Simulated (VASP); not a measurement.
Crystal: Ga.

```
Ga
1.0
     1.45000   -4.06500    0.00000
     1.45000    4.06500    0.00000
     0.00000    0.00000    3.17000
Ga
2
Direct
  0.13300 0.86700 0.75000
  0.86700 0.13300 0.25000
```

Program: VASP 6.6.1. Alike in all runs: task single point; no spin polarisation; cell as given; cutoff (eV) 520; smearing fermi-dirac 0.05 eV.

Order these runs on this cell by their pressure, lowest first.
A. level PBE; potentials or basis VASP PAW PBE potentials, release 64 (Ga_d); k mesh 10 × 10 × 8
B. level LDA; potentials or basis VASP PAW LDA potentials, release 64 (Ga_d); k mesh 10 × 10 × 8
C. level r2SCAN; potentials or basis VASP PAW PBE potentials, release 64 (Ga_d); k mesh 6 × 6 × 5

B (-4.0 GPa), C (-1.2 GPa), A (1.5 GPa).

Caveats: some runs use coarse meshes; the PAW data sets were made with another functional, which shifts forces and pressure a little (some runs).
